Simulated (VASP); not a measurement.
SiC, 8 atoms in the cell. The structure is orthorhombic, space group Cmm2 (No. 35). Conventional cell: a = 6.149 Å, b = 6.149 Å, c = 4.348 Å, α = 90.00°, β = 90.00°, γ = 90.00°. Within 2.4 Å of Si (site symmetry mm2) lie 4 C at 1.83 to 1.94 Å. Within 2.5 Å of Si (site symmetry 2) lie 4 C at 1.88 Å. Within 2.5 Å of Si (site symmetry mm2) lie 4 C at 1.88 Å. Within 2.5 Å of C (site symmetry m) lie 4 Si at 1.88 to 1.94 Å. Within 2.4 Å of C (site symmetry m) lie 4 Si at 1.83 to 1.88 Å.  This cell differs from its parent crystal: atom 1 (Si) moved +0.090 Å along Cartesian [0 1 0].

```yaml
Program: VASP 6.6.1
Task: single point
Functional: r2SCAN
Potentials_or_basis: VASP PAW PBE potentials, release 64 (Si, C)
Cutoff: 520 eV
k_mesh: 6 × 6 × 6
Occupations: gaussian, width 0.05 eV
Spin: no spin polarisation
Dipole_correction: no
Further_INCAR_settings: ALGO = Normal; EDIFF = 1e-06; NBANDS = 26
```

Potentials or basis: VASP PAW PBE potentials, release 64 (Si, C).

The run is started by

```sh
$ cat potpaw_PBE.64/Si/POTCAR potpaw_PBE.64/C/POTCAR > POTCAR
$ cp INCAR.step1 INCAR
$ mpirun -np 1 vasp_std > vasp.out
$ cp INCAR.step2 INCAR
$ mpirun -np 1 vasp_std > vasp.out
```

Hardware: 1 thread of Intel(R) Xeon(R) 6975P-C (Granite Rapids), with other jobs on the host.

Estimate the wall time of this run.

It took 92 s on 1 thread of Intel(R) Xeon(R) 6975P-C (Granite Rapids), on a shared host, peak memory 0.23 GiB. Counts: k points 52.
